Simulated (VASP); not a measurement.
Here is a VASP 6.6.1 calculation.

Contents of INCAR:

```
ALGO = Normal
EDIFF = 1E-7
ENCUT = 520
GGA = PE
ISIF = 2
ISMEAR = 0
LASPH = T
LCHARG = F
LREAL = F
LWAVE = F
NBANDS = 18
NELM = 100
PREC = Accurate
SIGMA = 0.1
```

File KPOINTS:

```
k-points
0
Gamma
  16 16 10
```

File POSCAR:

```
ZnCu
1.0
    1.4880390000     -2.1212790000      0.0000000000
    1.4880390000      2.1212790000      0.0000000000
    0.0000000000      0.0000000000      4.1407460000
Zn Cu
1 1
Direct
    0.5000000000      0.5000000000      0.5000000000
    0.0155236607     -0.0012162400     -0.0042528569
```

Potentials or basis: VASP PAW PBE potentials, release 64 (Zn, Cu).

Launch:

```bash
$ cat potpaw_PBE.64/Zn/POTCAR potpaw_PBE.64/Cu/POTCAR > POTCAR
$ mpirun -np 1 vasp_std > vasp.out
```

Predict the pressure.

0.8 GPa.

What does it give for the band gap on the k mesh?

Zero (an odd number of electrons rules out a gap without spin polarisation).

Stress tensor (GPa, compression positive):
```
 1.90  0.01 -0.05
 0.01  0.10  0.00
-0.05  0.00  0.33
```

Caveat: the cell differs from its parent crystal (one atom moved).
